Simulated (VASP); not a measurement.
# Al4Co (Cmmm) in VASP: relaxation of cell and atoms with PBE

Aim: the relaxation of cell and atoms of Al4Co with PBE.

All numbers are computed with VASP 6.6.1; they aren't measurements. Logs are shortened: lines on timing, memory, paths and dates and some standing lists are left out, and cuts for length are marked.

## 1. The cell of the first run

The structure is orthorhombic, space group Cmmm (No. 65). Conventional cell: a = 5.289 Å, b = 6.183 Å, c = 4.350 Å, α = 90.00°, β = 90.00°, γ = 90.00°. Al (site symmetry 2mm) has 3 Al at 1.84 to 2.46 Å and 2 Co at 2.50 Å within 2.5 Å. Within 2.4 Å of Al (site symmetry mm2) lie 4 Al at 1.84 to 2.37 Å. Co (site symmetry mmm) has 12 Al at 2.50 to 3.25 Å within 3.3 Å.

The cell was generated, and may not be a known phase.

## 2. Relaxation of cell and atoms, PBE, collinear spin, ferromagnetic start

Contents of INCAR:

```
SYSTEM = Al4Co
PREC = Accurate
ENCUT = 600
EDIFF = 1E-6
ISMEAR = 0
SIGMA = 0.2
LREAL = .FALSE.
LASPH = .TRUE.
NELM = 150
ALGO = Normal
ISIF = 3
LWAVE = .FALSE.
LCHARG = .FALSE.
ISPIN = 2
MAGMOM = 0 0 0 0 3
LORBIT = 11
LMAXMIX = 4
GGA = PE
IBRION = 2
NSW = 36
EDIFFG = -0.08
```

Contents of KPOINTS:

```
regular mesh
0
G
  4 4 4
  0 0 0
```

Contents of POSCAR:

```
Al4Co
1.0
    2.6446034200     -3.0916524100      0.0000000000
    2.6446034200      3.0916524100      0.0000000000
    0.0000000000      0.0000000000      4.3498865500
Al Co
4 1
Direct
    0.7329565900      0.7329565900      0.5000000000
    0.2670434100      0.2670434100      0.5000000000
    0.0000000000      0.0000000000      0.7727270300
    0.0000000000      0.0000000000      0.2272729700
    0.5000000000      0.5000000000      0.0000000000
```

Potentials or basis: VASP PAW PBE potentials, release 64 (Al, Co).

On the command line:

```sh
cat potpaw_PBE.64/Al/POTCAR potpaw_PBE.64/Co/POTCAR > POTCAR
mpirun -np 1 vasp_std > vasp.out
```

OUTCAR:

```text
SYSTEM = Al4Co
   PREC = Accurate
   ENCUT = 600
   EDIFF = 1E-6
   ISMEAR = 0
   LREAL = .FALSE.
   LASPH = .TRUE.
   NELM = 150
   ISIF = 3
   ISPIN = 2
   LORBIT = 11
   GGA = PE
   IBRION = 2
   NSW = 36
   EDIFFG = -0.08

 ion  position               nearest neighbor table
   1  0.733  0.733  0.500-   3 1.84   4 1.84   2 2.46   5 2.50   5 2.50   2 2.82   2 3.10   2 3.10

   2  0.267  0.267  0.500-   3 1.84   4 1.84   1 2.46   5 2.50   5 2.50   1 2.82   1 3.10   1 3.10

   3  0.000  0.000  0.773-   1 1.84   2 1.84   4 1.98   4 2.37   5 2.82   5 2.82
   4  0.000  0.000  0.227-   1 1.84   2 1.84   3 1.98   3 2.37   5 2.82   5 2.82
   5  0.500  0.500  0.000-   1 2.50   2 2.50   1 2.50   2 2.50   3 2.82   4 2.82   3 2.82   4 2.82

  LATTYP: Found a base centered orthorhombic cell.
 ALAT       =     5.2892068400
 B/A-ratio  =     1.1690419768
 C/A-ratio  =     0.8224081004

  Lattice vectors:

 A1 = (   2.6446034200,  -3.0916524100,   0.0000000000)
 A2 = (   2.6446034200,   3.0916524100,   0.0000000000)
 A3 = (   0.0000000000,   0.0000000000,   4.3498865500)

Analysis of symmetry for initial positions (statically):
=====================================================================
 Subroutine PRICEL returns:
 Original cell was already a primitive cell.

 Routine SETGRP: Setting up the symmetry group for a
 base centered orthorhombic supercell.

 Subroutine GETGRP returns: Found  8 space group operations
 (whereof  8 operations were pure point group operations)
 out of a pool of  8 trial point group operations.

The static configuration has the point symmetry D_2h.

Analysis of symmetry for dynamics (positions and initial velocities):
=====================================================================
 Subroutine PRICEL returns:
 Original cell was already a primitive cell.

 Routine SETGRP: Setting up the symmetry group for a
 base centered orthorhombic supercell.

 Subroutine GETGRP returns: Found  8 space group operations
 (whereof  8 operations were pure point group operations)
 out of a pool of  8 trial point group operations.

The dynamic configuration has the point symmetry D_2h.

Analysis of structural, dynamic, and magnetic symmetry:
=====================================================================
 Subroutine PRICEL returns:
 Original cell was already a primitive cell.

 Routine SETGRP: Setting up the symmetry group for a
 base centered orthorhombic supercell.

 Subroutine GETGRP returns: Found  8 space group operations
 (whereof  8 operations were pure point group operations)
 out of a pool of  8 trial point group operations.

The overall configuration has the point symmetry D_2h.

 Subroutine INISYM returns: Found  8 space group operations
 (whereof  8 operations are pure point group operations),
 and found     1 'primitive' translations

----------------------------------------------------------------------------------------

                                     Primitive cell

  volume of cell :      71.1310

  direct lattice vectors                    reciprocal lattice vectors
     2.644603420 -3.091652410  0.000000000     0.189064264 -0.161725813  0.000000000
     2.644603420  3.091652410  0.000000000     0.189064264  0.161725813  0.000000000
     0.000000000  0.000000000  4.349886550     0.000000000  0.000000000  0.229891053

  length of vectors
     4.068444650  4.068444650  4.349886550     0.248798181  0.248798181  0.229891053

  position of ions in fractional coordinates (direct lattice)
     0.732956590  0.732956590  0.500000000
     0.267043410  0.267043410  0.500000000
     0.000000000  0.000000000  0.772727030
     0.000000000  0.000000000  0.227272970
     0.500000000  0.500000000  0.000000000

  ion indices of the primitive-cell ions
   primitive index   ion index
                 1           1
                 2           2
                 3           3
                 4           4
                 5           5

----------------------------------------------------------------------------------------

 KPOINTS: regular mesh

Automatic generation of k-mesh.
 Grid dimensions read from file:
 generate k-points for:    4    4    4

 Generating k-lattice:

  Cartesian coordinates                     Fractional coordinates (reciprocal lattice)
     0.047266066 -0.040431453  0.000000000     0.250000000  0.000000000  0.000000000
     0.047266066  0.040431453  0.000000000     0.000000000  0.250000000  0.000000000
     0.000000000  0.000000000  0.057472763     0.000000000  0.000000000  0.250000000

  Length of vectors
     0.062199545  0.062199545  0.057472763

  Shift w.r.t. Gamma in fractional coordinates (k-lattice)
     0.000000000  0.000000000  0.000000000

 Subroutine IBZKPT returns following result:
 ===========================================

 Found     21 irreducible k-points:

 Following reciprocal coordinates:
            Coordinates               Weight
  0.000000  0.000000  0.000000      1.000000
  0.250000 -0.000000  0.000000      4.000000
  0.500000 -0.000000  0.000000      2.000000
  0.250000  0.250000  0.000000      2.000000
  0.500000  0.250000  0.000000      4.000000
 -0.250000  0.250000  0.000000      2.000000
[... 13 lines left out ...]
 -0.250000  0.250000  0.500000      2.000000
  0.500000  0.500000  0.500000      1.000000
   k-points           NKPTS =     21   k-points in BZ     NKDIM =     21   number of bands    NBANDS=     16
   number of dos      NEDOS =    301   number of ions     NIONS =      5
   total plane-waves  NPLWV =  46656
   dimension x,y,z NGX =    36 NGY =   36 NGZ =   36
   dimension x,y,z NGXF=    72 NGYF=   72 NGZF=   72
   ions per type =               4   1
   NGX,Y,Z   is equivalent  to a cutoff of  14.71, 14.71, 13.76 a.u.
   NGXF,Y,Z  is equivalent  to a cutoff of  29.42, 29.42, 27.52 a.u.
 SYSTEM =  Al4Co
   PREC   = accura    normal or accurate (medium, high low for compatibility)
   ISTART =      0    job   : 0-new  1-cont  2-samecut
   ICHARG =      2    charge: 1-file 2-atom 10-const
   ISPIN  =      2    spin polarized calculation?
   LNONCOLLINEAR =      F non collinear calculations
   LSORBIT =      F    spin-orbit coupling
   LASPH  =      T    aspherical Exc in radial PAW
   ENCUT  =  600.0 eV  44.10 Ry    6.64 a.u.   8.13  8.13  8.69*2*pi/ulx,y,z
   NELM   =    150;   NELMIN=  2; NELMDL= -5     # of ELM steps
   EDIFF  = 0.1E-05   stopping-criterion for ELM
   LREAL  =      F    real-space projection
   EDIFFG = -.8E-01   stopping-criterion for IOM
   NSW    =     36    number of steps for IOM
   IBRION =      2    ionic relax: 0-MD 1-quasi-New 2-CG
   NFREE  =      1    steps in history (QN), initial steepest desc. (CG)
   ISIF   =      3    stress and relaxation
   ISYM   =      2    0-nonsym 1-usesym 2-fastsym
   POTIM  = 0.5000    time-step for ionic-motion
   TEBEG  =    0.0;   TEEND  =   0.0 temperature during run
   PSTRESS=    0.0 pullay stress
   NELECT =      21.0000    total number of electrons
   NUPDOWN=      -1.0000    fix difference up-down
   EMIN   =  10.00;   EMAX   =-10.00  energy-range for DOS
   EFERMI =   0.00;   METHOD = LEGACY
   ISMEAR =     0;   SIGMA  =   0.20  broadening in eV -4-tet -1-fermi 0-gaus
   EFERMI_NEDOS =   21; number of points for ismear=-14 and -15
   IALGO  =     38    algorithm
   IMIX   =      4    mixing-type and parameters
     AMIX     =   0.40;   BMIX     =  1.00
     AMIX_MAG =   1.60;   BMIX_MAG =  1.00
  volume/ion in A,a.u.               =      14.23        96.00
  Fermi-wavevector in a.u.,A,eV,Ry     =   1.090088  2.059968 16.167691  1.188292
  Thomas-Fermi vector in A             =   2.226305
   LORBIT       =     11    0 simple, 1 ext, 2 COOP (PROOUT), +10 PAW based schemes
   GGA     = PE    functional components
   LHFCALC =     F    Hartree Fock is set to
   AEXX    =    0.0000 exact exchange contribution
   IVDW    =     0    specifies the selected vdW correction
   LEPSILON=     F    determine dielectric tensor
   LRPA    =     F    only Hartree local field effects (RPA)
 conjugate gradient relaxation of ions
 spin polarized calculation
 Gauss-broadening in eV      SIGMA  =   0.20
  energy-cutoff  :      600.00
  volume of cell :       71.13
 maximum number of plane-waves:      2396
 NGX is ok and might be reduce to    36
   NGX = 17   NGY = 17   NGZ = 17

--------------------------------------- Ionic step        1  -------------------------------------------

 number of electron      20.9999999 magnetization       1.1281294

 Free energy of the ion-electron system (eV)
  ---------------------------------------------------
  ext. energy  EPLUGINS =         0.00000000
  ---------------------------------------------------
  free energy    TOTEN  =        -4.69503973 eV

  energy without entropy =       -4.62687054  energy(sigma->0) =       -4.66095513

------------------------ aborting loop because EDIFF is reached ----------------------------------------

  FORCE on cell =-STRESS in cart. coord.  units (eV):
  Direction    XX          YY          ZZ          XY          YZ          ZX
  --------------------------------------------------------------------------------------
  -------------------------------------------------------------------------------------
  Total       50.9570796     -3.1541491     56.0917211      0.0000000      0.0000000      0.0000000
  in kB     1147.7729105    -71.0450238   1263.4271531      0.0000000      0.0000000      0.0000000
  external PRESSURE =     780.0516800 kB  Pullay stress =       0.0000000 kB
[... 1713 lines left out ...]
      3       0.3912      1.00000
      4       2.0972      1.00000
      5       2.2935      1.00000
      6       2.8400      1.00000
[... 8 lines left out ...]
     15      11.8505      0.00000
     16      12.0875      0.00000

[... ionic steps 4 to 17 ...]

--------------------------------------- Ionic step       18  -------------------------------------------

 number of electron      21.0000000 magnetization      -0.0000076

 number of electron      21.0000000 magnetization       0.0000088
[... 79 lines left out ...]
 number of electron      20.9999999 magnetization      -0.0000077

 number of electron      20.9999999 magnetization       0.0000104

 Free energy of the ion-electron system (eV)
  ---------------------------------------------------
  ext. energy  EPLUGINS =         0.00000000
  ---------------------------------------------------
  free energy    TOTEN  =       -21.48104580 eV

  energy without entropy =      -21.43081013  energy(sigma->0) =      -21.45592797

 E-fermi :   6.8645     XC(G=0): -10.1299

 val. band max:        6.8350918382   @ k =   0.5000   0.2500   0.2500
 cond. band min:       6.9068030152   @ k =   0.0000   0.0000   0.2500
 fundamental gap:      0.0717111770
 Fermi energy:         6.8644830784
[... 833 lines left out ...]
  FREE ENERGIE OF THE ION-ELECTRON SYSTEM (eV)
  ---------------------------------------------------
  free  energy   TOTEN  =       -21.4810458018 eV

  energy  without entropy=      -21.4308101314  energy(sigma->0) =      -21.45592797

 reached required accuracy - stopping structural energy minimisation

 total charge

# of ion       s       p       d       tot
------------------------------------------
    1        0.428   0.370   0.000   0.797
    2        0.428   0.370   0.000   0.797
    3        0.432   0.396   0.000   0.828
    4        0.432   0.396   0.000   0.828
    5        0.396   0.354   7.425   8.176
--------------------------------------------------
tot          2.117   1.885   7.425  11.427

 magnetization (x)

# of ion       s       p       d       tot
------------------------------------------
    1        0.000   0.000   0.000   0.000
    2        0.000   0.000   0.000   0.000
    3        0.000   0.000   0.000   0.000
    4        0.000   0.000   0.000   0.000
    5       -0.000  -0.000  -0.000  -0.000
--------------------------------------------------
tot         -0.000  -0.000  -0.000  -0.000
```

It took 30 min on 1 thread of AMD EPYC 9R45 (Zen 5), shared host; peak memory 0.25 GiB.

What came out:

| Quantity | Value |
| --- | --- |
| Free energy | -21.4810 eV |
| Relaxed volume | 16.79 Å³/atom |
| Relaxed cell | a = 4.497 Å, b = 4.497 Å, c = 4.855 Å, α = 90.00°, β = 90.00°, γ = 58.78° |
| Space group after relaxing (to 0.1 Å) | Cmmm (No. 65) |
| Pressure after relaxing | 0.2 GPa |
| Largest force after relaxing | 0.018 eV/Å |
| Net moment | 0.00 μB per cell |
| Valence electrons inside the program's atomic spheres | Al 0.80, 0.83 (each value once); Co 8.18 |

Forces in eV/Å, atoms in the order of the input:
```
Al  -0.018  0.000  0.000
Al   0.018  0.000  0.000
Al   0.000  0.000  0.012
Al   0.000  0.000 -0.012
Co   0.000  0.000  0.000
```

Stress tensor (GPa, compression positive):
```
0.45 0.00 0.00
0.00 0.02 0.00
0.00 0.00 0.19
```

Final structure:
```
Al Co
1.0
     3.91783   -2.20672    0.00000
     3.91783    2.20672    0.00000
     0.00000    0.00000    4.85483
Al Co
4 1
Direct
  0.66132 0.66132 0.50000
  0.33868 0.33868 0.50000
  0.00000 0.00000 0.75562
  0.00000 0.00000 0.24438
  0.50000 0.50000 0.00000
```

Caveat: the k points lie up to 0.41 Å⁻¹ apart in the final cell; the volume moved by over 15 % at a fixed basis, so the end points are rough; the moments typed at the start vanished in this run.
